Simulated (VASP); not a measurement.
Runs of VASP 6.6.1 on InBS3. The structure is that of space group R-3c (No. 167), or close to it. The cells are those of the table. 

| task | cell | k mesh | cutoff (eV) | gap on the mesh (eV) | pressure (GPa) | relaxed volume (Å³/atom) | largest force (eV/Å) |
| --- | --- | --- | --- | --- | --- | --- | --- |
| single point | a = 6.169 Å, angles 59.4°, 10 atoms | 4 × 4 × 4 | 520 | - | (b) | - | 0.03 |
| single point | a = 6.172 Å, angles 59.2°, 10 atoms | 6 × 6 × 6 | 520 | none | -0.1 | - | - |
| relaxation of cell and atoms | relaxed from a = 6.224 Å, angles 60.0°, 10 atoms | 4 × 4 × 4 | 600 | - | -0.1 | 16.35 | 0.02 |
| single point | a = 6.224 Å, angles 60.0°, 10 atoms | 4 × 4 × 4 | 520 | none | (a) | - | 0.95 |
| relaxation of cell and atoms | relaxed from a = 6.169 Å, angles 59.4°, 10 atoms | 6 × 6 × 6 | 600 | none | 0.0 | 16.32 | - |

Alike in all rows: level PBE; potentials or basis VASP PAW PBE potentials, release 64 (In_d, B, S); no spin polarisation; smearing gaussian 0.1 eV.

Question: Estimate the missing entries.

Answer: (a) -5.2; (b) -0.2.

Caveats: spin-orbit coupling is left out, which moves the levels of the heavy elements.

A k mesh can miss the band edges, and the runs leave out spin-orbit coupling on In.

A gap of «none» marks levels without a gap at the run's occupations.
